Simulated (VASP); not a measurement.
Set up this calculation in VASP 6.6.1, as the native input.

```
Task                   : single point
Functional             : PBE
Potentials or basis    : VASP PAW PBE potentials, release 64 (Ga_d, Sb)
Cutoff                 : 520 eV
k mesh                 : 16 × 16 × 16
Occupations            : gaussian, width 0.15 eV
Spin                   : no spin polarisation
Dipole correction      : no
Further INCAR settings : ALGO = Fast; EDIFF = 1e-06; NBANDS = 30
```

The structure of Ga3Sb lies in POSCAR:

```
Ga3Sb
1.0
   -2.1508938913      2.1508938913      4.7657733912
    2.1508938913     -2.1508938913      4.7657733912
    2.1508938913      2.1508938913     -4.7657733912
Ga Sb
3 1
Direct
    0.7500000000      0.2500000000      0.5000000000
    0.2500000000      0.7500000000      0.5000000000
    0.5000000000      0.5000000000      0.0000000000
    0.0000000000      0.0000000000      0.0000000000
```

This cell differs from its parent crystal: ratio of the length along z to the lengths across it x 1.2, volume and fractional coordinates fixed.

The input as run:

INCAR

```
PREC = Accurate ; ENCUT = 520
EDIFF = 1E-6 ; ISMEAR = 0
SIGMA = 0.15 ; LREAL = False
LASPH = True ; NELM = 60
ALGO = Fast ; ISIF = 2
LWAVE = False ; LCHARG = False
GGA = PE ; NBANDS = 30
```

KPOINTS

```
regular mesh
0
Gamma
  16 16 16
```

Potentials or basis: VASP PAW PBE potentials, release 64 (Ga_d, Sb).

Launch:

```bash
$ cat potpaw_PBE.64/Ga_d/POTCAR potpaw_PBE.64/Sb/POTCAR > POTCAR
$ mpirun -np 1 vasp_std > vasp.out
```

Results of the run:

The pressure is -0.1 GPa and the band gap on the k mesh is zero (bands 22 and 23 overlap by 4.45 eV).

Caveat: spin-orbit coupling is left out, which moves the levels of the heavy elements.

It took 36 min on 1 thread of AMD EPYC 7R13 (shared host), peak memory 0.81 GiB.
